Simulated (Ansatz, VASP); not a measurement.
Two plane-wave programs on RbBr

The input POSCAR:

```
RbBr
1.0
    0.0000000000      3.4608258933      3.4608258933
    3.4608258933      0.0000000000      3.4608258933
    3.4608258933      3.4608258933      0.0000000000
Rb Br
1 1
Direct
    0.0000000000      0.0000000000      0.0000000000
    0.5000000000      0.5000000000      0.5000000000
```

INCAR.step1

```
ALGO = Normal ; EDIFF = 1E-5
ENCUT = 520 ; GGA = PE
ISIF = 2 ; ISMEAR = 0
LASPH = True ; LCHARG = False
LREAL = False ; LWAVE = True
NBANDS = 15 ; NELM = 100
PREC = Accurate ; SIGMA = 0.01
```

File INCAR.step2:

```
AEXX = 0.25 ; ALGO = Normal
EDIFF = 1E-6 ; ENCUT = 520
GGA = PE ; ISIF = 2
ISMEAR = 0 ; ISTART = 1
LASPH = True ; LCHARG = False
LHFCALC = True ; LREAL = False
LWAVE = False ; NBANDS = 15
NELM = 100 ; PREC = Accurate
PRECFOCK = Normal ; SIGMA = 0.01
```

KPOINTS

```
k-points
0
Gamma
  4 4 4
```

Input for Ansatz:

```yaml
crystal:
  lattice:
    - [0.0, 3.4608258933, 3.4608258933]
    - [3.4608258933, 0.0, 3.4608258933]
    - [3.4608258933, 3.4608258933, 0.0]
  atoms:
    - { symbol: Rb, position: [0.0, 0.0, 0.0] }
    - { symbol: Br, position: [0.5, 0.5, 0.5] }
kpoints:
  mp_grid: { grid: [4, 4, 4] }
  band_path:
    path:
      - [0.0, 0.0, 0.0]
      - [0.5, 0.0, 0.5]
      - [0.625, 0.25, 0.625]
      - [0.375, 0.375, 0.75]
      - [0.5, 0.5, 0.5]
      - [0.5, 0.25, 0.75]
    npoints: 1
hamiltonian:
  xc: pbe0
scf:
  occupations: { method: fixed }
  n_extra_bands: 4
output:
  forces: true
  stress: true
  eigenvalues: true
  write_density: true
  write_potential: true
  elf: true
  volumetric_format: npy
```

Alike in both runs: task single point; functional PBE0; k mesh 4 × 4 × 4; no spin polarisation.

|  | VASP | Ansatz |
| --- | --- | --- |
| version | VASP 6.6.1 | Ansatz 0.2.0 |
| potentials or method | VASP PAW PBE potentials, release 64 (Rb_sv, Br) | plane waves, PAW |
| plane-wave cutoff (eV) | 520 | 420 |
| occupations | gaussian, width 0.01 eV | fixed |
| valence electrons in the cell | 16 | 16 |

VASP gave:

| Quantity | Value |
| --- | --- |
| gap on the k mesh at the Fermi level (eV) | 6.17 |
| pressure (GPa) | 0.3 |

Which values does Ansatz return?

gap on the k mesh at the Fermi level (eV): 6.16; pressure (GPa): 0.3.

Ansatz's warnings: stress exchange threshold loose, stress scf threshold loose.
